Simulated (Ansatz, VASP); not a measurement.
## MgO in VASP and in Ansatz

```
CELL_PARAMETERS angstrom
2.62335 0.00000 0.00000
0.00000 2.62335 0.00000
0.00000 0.00000 2.62335
ATOMIC_POSITIONS crystal
Mg 0.00000 0.00000 0.00000
O 0.50000 0.50000 0.50000
```

Alike in both runs: task single point; functional r2SCAN; k mesh 6 × 6 × 6; occupations methfessel-paxton of order 1, width 0.05 eV; no spin polarisation.

```csv
,VASP,Ansatz
version,VASP 6.6.1,Ansatz 0.2.0
potentials or method,"VASP PAW PBE potentials, release 64 (Mg, O)",plane waves
plane-wave cutoff (eV),660,500
valence electrons in the cell,8,16
```

|  | VASP | Ansatz | Ansatz less VASP |
| --- | --- | --- | --- |
| gap on the k mesh at the Fermi level (eV) | 3.45 | 3.49 | +0.037 |
| pressure (GPa) | -1.4 | 0.0 | +1.41 |

VASP's potentials were made for PBE, not for r2SCAN. VASP's potentials hold 8 valence electrons a cell and Ansatz's 16, so a difference there can come from the potentials and not from the codes.
